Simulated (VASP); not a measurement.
Al2CdSi2:

```
CELL_PARAMETERS angstrom
3.46989 0.00000 0.00000
-1.73494 3.00501 0.00000
0.00000 0.00000 8.32191
ATOMIC_POSITIONS crystal
Al 0.00000 0.00000 0.65092
Al 0.00000 0.00000 0.34908
Cd 0.00000 0.00000 0.00000
Si 0.33333 0.66667 0.00000
Si 0.66667 0.33333 0.00000
```

The cell was generated, and may not be a known phase.

* Program: VASP 6.6.1
* Task: relaxation of cell and atoms
* Functional: PBE
* Potentials or basis: VASP PAW PBE potentials, release 64 (Al, Cd, Si)
* Cutoff: 600 eV
* k mesh: 6 × 6 × 2
* Occupations: gaussian, width 0.1 eV
* Spin: no spin polarisation

At the start: pressure 104.3 GPa; volume 17.35 Å³/atom.

Problem. Where does the relaxation end?

Solution. Over 9 steps the energy falls by 3531.2 meV/atom and the volume is 31.60 Å³/atom (+82.1 %); space group P6/mmm (No. 191, to 0.1 Å) before and after.

The path:
```csv
step,energy change (eV),largest force (eV/Å),pressure (GPa),volume (Å³)
1,0.0000,0.0825,104.29,86.77
2,-12.2739,1.2422,-8.03,294.25
3,-17.4683,1.0069,-1.08,166.79
4,-17.4760,0.9984,-0.75,164.91
5,-17.4782,0.9886,-0.41,163.08
6,-17.5687,0.6679,-0.38,161.33
7,-17.6546,0.0534,0.11,157.36
8,-17.6545,0.0320,0.09,157.47
9,-17.6562,0.0090,-0.07,157.98
```

Final structure:
```xyz
5
Lattice="4.7249 0.0000 0.0000 -2.3625 4.0919 0.0000 0.0000 0.0000 8.1713" Properties=species:S:1:pos:R:3 pbc="T T T"
Al   -2.3625    4.0919    5.4451
Al   -2.3625    4.0919    2.7262
Cd   -2.3625    4.0919    0.0000
Si    0.0000    2.7279    0.0000
Si    2.3625    1.3640    0.0000
```

Caveat: the k points lie up to 0.38 Å⁻¹ apart in the final cell, too coarse for converged energies and pressures of a metal; the volume moved by over 15 % at a fixed basis, so the end points are rough.
